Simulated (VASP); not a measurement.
# MnSi in VASP: single point with PBE

Aim: the single point of MnSi with PBE.

Everything below comes from runs of VASP 6.6.1. Logs are shortened: lines on timing, memory, paths and dates and some standing lists are left out, and cuts for length are marked.

### 1 The cell of the first run

The cell holds a slab with vacuum, 24 atoms: a = 4.498 Å, b = 4.498 Å, c = 27.260 Å, α = 90.00°, β = 90.00°, γ = 90.00°.

### 2 Single point, PBE

INCAR reads:

```
ALGO = Normal
DIPOL = 0.5 0.5 0.500
EDIFF = 1E-6
ENCUT = 400
GGA = PE
GGA_COMPAT = False
IDIPOL = 3
ISIF = 2
ISMEAR = 0
LASPH = True
LCHARG = False
LDIPOL = True
LREAL = False
LWAVE = False
NBANDS = 120
NELM = 120
NELMDL = -8
PREC = Accurate
SIGMA = 0.1
```

KPOINTS reads:

```
k-points
0
Gamma
  8 8 1
```

POSCAR reads:

```
MnSi
1.0
    4.4976971732      0.0000000000      0.0000000000
    0.0000000000      4.4976971732      0.0000000000
    0.0000000000      0.0000000000     27.2595630626
Mn Si
12 12
Direct
    0.1565955534      0.5879946507      0.2864239736
    0.8544709789      0.1485663027      0.3106710087
    0.3588730781      0.3742608293      0.3552849800
    0.6336449729      0.8620003026      0.3951958930
    0.1349186770      0.6345280226      0.4393734255
    0.8640562413      0.1381148841      0.4770987769
    0.3640562240      0.3618851046      0.5229012242
    0.6349187101      0.8654719562      0.5606265684
    0.1336449849      0.6379997037      0.6048041013
    0.8588730376      0.1257391654      0.6447150201
    0.3544709256      0.3514337229      0.6893289976
    0.6565955051      0.9120053583      0.7135760249
    0.3465768540      0.0845167758      0.2769032866
    0.6640565998      0.6664705449      0.3054635046
    0.1473657074      0.8646140902      0.3624154188
    0.8383750011      0.3465351930      0.3911328217
    0.3479753712      0.1561686218      0.4432868165
    0.6530910713      0.6563241579      0.4747604293
    0.1530910825      0.8436758386      0.5252395672
    0.8479753885      0.3438313669      0.5567131852
    0.3383749926      0.1534647854      0.6088671763
    0.6473657165      0.6353859273      0.6375845816
    0.1640565337      0.8335294835      0.6945365020
    0.8465767927      0.4154832116      0.7230967160
```

Potentials or basis: VASP PAW PBE potentials, release 64 (Mn_pv, Si).

Run with:

```console
cat potpaw_PBE.64/Mn_pv/POTCAR potpaw_PBE.64/Si/POTCAR > POTCAR
mpirun -np 1 vasp_std > vasp.out
```

OUTCAR:

```text
EDIFF = 1E-6
   ENCUT = 400
   GGA = PE
   ISIF = 2
   ISMEAR = 0
   LASPH = True
   LREAL = False
   NELM = 120
   NELMDL = -8
   PREC = Accurate

 ion  position               nearest neighbor table
   1  0.157  0.588  0.286-   3 2.30  14 2.30  14 2.37  13 2.41  15 2.42  13 2.43   2 2.49   2 2.94

   2  0.854  0.149  0.311-  15 2.31  14 2.34  16 2.37  13 2.41  13 2.48  14 2.49   1 2.49   3 2.73
                             3 2.77   4 2.82   1 2.94
   3  0.359  0.374  0.355-   1 2.30  14 2.34  16 2.37  15 2.41  15 2.49  13 2.50  16 2.54  17 2.59
                             2 2.73   4 2.74   5 2.76   2 2.77   4 2.83
   4  0.634  0.862  0.395-  17 2.26  18 2.36  15 2.36  16 2.37  15 2.48  16 2.50  14 2.60   3 2.74
                             5 2.74   5 2.75   6 2.76   2 2.82   3 2.83
   5  0.135  0.635  0.439-  16 2.28  15 2.34  17 2.36  18 2.37  19 2.52  18 2.52  17 2.54   6 2.74
                             4 2.74   4 2.75   3 2.76   6 2.77   7 2.78
   6  0.864  0.138  0.477-  19 2.27  20 2.36  17 2.37  18 2.37  17 2.50  18 2.52  16 2.53   5 2.74
                             4 2.76   7 2.76   7 2.76   5 2.77   8 2.78
   7  0.364  0.362  0.523-  18 2.27  17 2.36  20 2.37  19 2.37  20 2.50  19 2.52  21 2.53   8 2.74
                             9 2.76   6 2.76   6 2.76   8 2.77   5 2.78
   8  0.635  0.865  0.561-  21 2.28  22 2.34  20 2.36  19 2.37  18 2.52  19 2.52  20 2.54   7 2.74
                             9 2.74   9 2.75  10 2.76   7 2.77   6 2.78
   9  0.134  0.638  0.605-  20 2.26  19 2.36  22 2.36  21 2.37  22 2.48  21 2.50  23 2.60  10 2.74
[... 16 lines left out ...]
                            16 2.76  18 2.77  18 2.77  19 2.78  16 2.83
  18  0.653  0.656  0.475-   7 2.27   4 2.36   6 2.37   5 2.37   6 2.52   8 2.52   5 2.52  19 2.77
                            19 2.77  17 2.77  17 2.77  20 2.78  16 2.80
  19  0.153  0.844  0.525-   6 2.27   9 2.36   7 2.37   8 2.37   7 2.52   5 2.52   8 2.52  18 2.77
                            18 2.77  20 2.77  20 2.77  17 2.78  21 2.80
  20  0.848  0.344  0.557-   9 2.26   8 2.36   6 2.36   7 2.37   7 2.50   8 2.54  10 2.59  22 2.72
                            21 2.76  19 2.77  19 2.77  18 2.78  21 2.83
  21  0.338  0.153  0.609-   8 2.28  11 2.37   9 2.37  10 2.37   9 2.50   7 2.53  10 2.54  22 2.69
                            20 2.76  19 2.80  22 2.82  20 2.83  23 2.85
  22  0.647  0.635  0.638-  11 2.31   8 2.34   9 2.36  10 2.41  12 2.42   9 2.48  10 2.49  24 2.69
                            21 2.69  20 2.72  23 2.82  21 2.82  23 2.93
  23  0.164  0.834  0.695-  12 2.30  11 2.34  10 2.34  12 2.37  11 2.49  24 2.49   9 2.60  22 2.82
                            21 2.85  22 2.93  24 3.08
  24  0.847  0.415  0.723-  12 2.41  11 2.41  12 2.43  11 2.48  23 2.49  10 2.50  22 2.69  23 3.08

  LATTYP: Found a simple tetragonal cell.
 ALAT       =     4.4976971732
 C/A-ratio  =     6.0607822210

  Lattice vectors:

 A1 = (   4.4976971732,   0.0000000000,   0.0000000000)
 A2 = (   0.0000000000,   4.4976971732,   0.0000000000)
 A3 = (   0.0000000000,   0.0000000000,  27.2595630626)

Analysis of symmetry for initial positions (statically):
=====================================================================
 Subroutine PRICEL returns:
 Original cell was already a primitive cell.

 Routine SETGRP: Setting up the symmetry group for a
 simple tetragonal supercell.

[... 192 lines left out ...]
   LEPSILON=     F    determine dielectric tensor
   LRPA    =     F    only Hartree local field effects (RPA)
 non-spin polarized calculation
 Gauss-broadening in eV      SIGMA  =   0.10
  energy-cutoff  :      400.00
  volume of cell :      551.44
 maximum number of plane-waves:     10089
 NGX is ok and might be reduce to    30
   NGX = 15   NGY = 15   NGZ = 89

 dipolmoment           0.000000      0.000000     -0.000000 electrons x Angstroem

 number of electron     203.9999925 magnetization

 dipolmoment           0.000000      0.000000      0.000010 electrons x Angstroem

 Free energy of the ion-electron system (eV)
  ---------------------------------------------------
  ext. energy  EPLUGINS =         0.00000000
  ---------------------------------------------------
  free energy    TOTEN  =      -177.35722001 eV

  energy without entropy =     -177.19463481  energy(sigma->0) =     -177.27592741

 E-fermi :   3.3350     XC(G=0):  -7.1381

 val. band max:        3.3330405100   @ k =  -0.1250   0.5000   0.0000
 cond. band min:       3.3376001707   @ k =  -0.1250   0.3750   0.0000
 fundamental gap:      0.0045596607
 Fermi energy:         3.3350271971

 k-point     1 :       0.0000    0.0000    0.0000
  band No.  band energies     occupation
      1     -44.8764      2.00000
      2     -44.8763      2.00000
      3     -44.6019      2.00000
      4     -44.6018      2.00000
      5     -44.5123      2.00000
      6     -44.5122      2.00000
[... 2797 lines left out ...]
    113       4.3190      0.00000
    114       4.4285      0.00000

 [... further k-points ...]

 [bands above 114 left out]

------------------------ aborting loop because EDIFF is reached ----------------------------------------

 vacuum level on the upper side and lower side of the slab       (xc-potential included)        -0.153        -0.153

  FORCE on cell =-STRESS in cart. coord.  units (eV):
  Direction    XX          YY          ZZ          XY          YZ          ZX
  --------------------------------------------------------------------------------------
  -------------------------------------------------------------------------------------
  Total       -2.2966428     -7.5854392     -1.3874608      0.0000000      0.0163642      0.0000000
  in kB       -6.6727481    -22.0390060     -4.0311781      0.0000000      0.0475452      0.0000000
  external PRESSURE =     -10.9143107 kB  Pullay stress =       0.0000000 kB

 VOLUME and BASIS-vectors are now :
 -----------------------------------------------------------------------------
  energy-cutoff  :      400.00
  volume of cell :      551.44
      direct lattice vectors                 reciprocal lattice vectors
     4.497697173  0.000000000  0.000000000     0.222336000  0.000000000  0.000000000
     0.000000000  4.497697173  0.000000000     0.000000000  0.222336000  0.000000000
     0.000000000  0.000000000 27.259563063     0.000000000  0.000000000  0.036684374

 POSITION                                       TOTAL-FORCE (eV/Angst)
 -----------------------------------------------------------------------------------
      0.70432      2.64462      7.80779         0.004509      0.003339     -0.037030
      3.84315      0.66821      8.46876        -0.009891      0.008181     -0.008594
      1.61410      1.68331      9.68491        -0.002533     -0.016976      0.017249
      2.84994      3.87702     10.77287         0.011999     -0.013918      0.000438
      0.60682      2.85391     11.97713         0.008243      0.009735      0.010356
      3.88626      0.62120     13.00550        -0.009754      0.008933     -0.009304
[... 16 lines left out ...]
      0.73788      3.74896     18.93276         0.002027     -0.007489     -0.006029
      3.80765      1.86872     19.71130        -0.000581      0.006993     -0.014116
 -----------------------------------------------------------------------------------
    total drift:                                0.004202      0.000448      0.002142

  FREE ENERGIE OF THE ION-ELECTRON SYSTEM (eV)
  ---------------------------------------------------
  free  energy   TOTEN  =      -177.3572200146 eV

  energy  without entropy=     -177.1946348099  energy(sigma->0) =     -177.27592741

 vacuum level on the upper side and lower side of the slab         7.755         7.755
```

OSZICAR:

```text
N       E                     dE             d eps       ncg     rms          rms(c)
DAV:   1     0.196521396989E+04    0.19652E+04   -0.10485E+05  7536   0.146E+03
DAV:   2    -0.338729294250E+02   -0.19991E+04   -0.19368E+04  6240   0.446E+02
DAV:   3    -0.199397547508E+03   -0.16552E+03   -0.15998E+03  7968   0.138E+02
[... 33 lines left out ...]
DAV:  37    -0.177357213830E+03   -0.12144E-04   -0.58269E-07  3760   0.328E-03    0.263E-03
DAV:  38    -0.177357216046E+03   -0.22158E-05   -0.17539E-07  3384   0.122E-03    0.244E-03
DAV:  39    -0.177357218148E+03   -0.21020E-05   -0.10410E-07  3440   0.902E-04    0.181E-03
DAV:  40    -0.177357219718E+03   -0.15709E-05   -0.99657E-08  3376   0.670E-04    0.142E-03
DAV:  41    -0.177357220015E+03   -0.29617E-06   -0.32687E-08  3288   0.450E-04
   1 F= -.17735722E+03 E0= -.17727593E+03  d E =-.162585E+00
```

stdout:

```text
POSCAR found type information on POSCAR MnSi
 POSCAR found :  2 types and      24 ions
 scaLAPACK will be used
 -----------------------------------------------------------------------------
|                                                                             |
|                                                                             |
|     You have a (more or less) 'large supercell' and for larger cells it     |
|     might be more efficient to use real-space projection operators.         |
|     Therefore, try LREAL= Auto in the INCAR file.                           |
|     Mind: For very accurate calculation, you might also keep the            |
|     reciprocal projection scheme (i.e. LREAL=.FALSE.).                      |
|                                                                             |
 -----------------------------------------------------------------------------

 LDA part: xc-table for (Slater+PW92), standard interpolation
 POSCAR, INCAR and KPOINTS ok, starting setup
 FFT: planning ... GRIDC
 FFT: planning ... GRID_SOFT
 FFT: planning ... GRID
 WAVECAR not read
 entering main loop
```

It took 49 min on 1 thread of AMD EPYC 9R45 (Zen 5), shared host; peak memory 0.87 GiB.

What came out:

| Quantity | Value |
| --- | --- |
| Free energy | -177.3572 eV |
| Largest force | 0.037 eV/Å |
| Band gap on the k mesh | zero (bands 102 and 103 overlap by 0.32 eV) |

Forces in eV/Å, atoms in the order of the input:
```
Mn   0.005  0.003 -0.037
Mn  -0.010  0.008 -0.009
Mn  -0.003 -0.017  0.017
Mn   0.012 -0.014  0.000
Mn   0.008  0.010  0.010
Mn  -0.010  0.009 -0.009
Mn  -0.010 -0.009  0.009
Mn   0.008 -0.010 -0.010
Mn   0.012  0.014  0.000
Mn  -0.003  0.017 -0.017
Mn  -0.010 -0.008  0.009
Mn   0.005 -0.003  0.037
Si  -0.001 -0.007  0.014
Si   0.002  0.007  0.006
Si   0.000  0.002  0.000
Si  -0.002  0.005  0.002
Si   0.000  0.003  0.002
Si  -0.001 -0.001 -0.001
Si  -0.001  0.001  0.001
Si   0.000 -0.003 -0.002
Si  -0.002 -0.005 -0.002
Si   0.000 -0.002  0.000
Si   0.002 -0.007 -0.006
Si  -0.001  0.007 -0.014
```

Levels at points of the mesh, in eV from the Fermi level:
| k point | band 99 | band 100 | band 101 | band 102 | band 103 | band 104 | band 105 | band 106 |
| --- | --- | --- | --- | --- | --- | --- | --- | --- |
| (0.00, 0.00, 0.00) | 0.02 | 0.08 | 0.12 | 0.21 | 0.24 | 0.32 | 0.37 | 0.39 |
| (0.50, 0.00, 0.00) | -0.22 | -0.22 | -0.12 | -0.12 | 0.03 | 0.03 | 0.17 | 0.17 |
| (0.00, 0.50, 0.00) | -0.27 | -0.18 | -0.17 | 0.04 | 0.08 | 0.12 | 0.18 | 0.33 |
| (0.50, 0.50, 0.00) | -0.32 | -0.32 | -0.22 | -0.22 | -0.11 | -0.11 | -0.03 | -0.03 |

Caveat: the run has no spin polarisation, though such a crystal can be magnetic. Spin polarisation is off, so any magnetic state and its effect on volume and gap are missing.
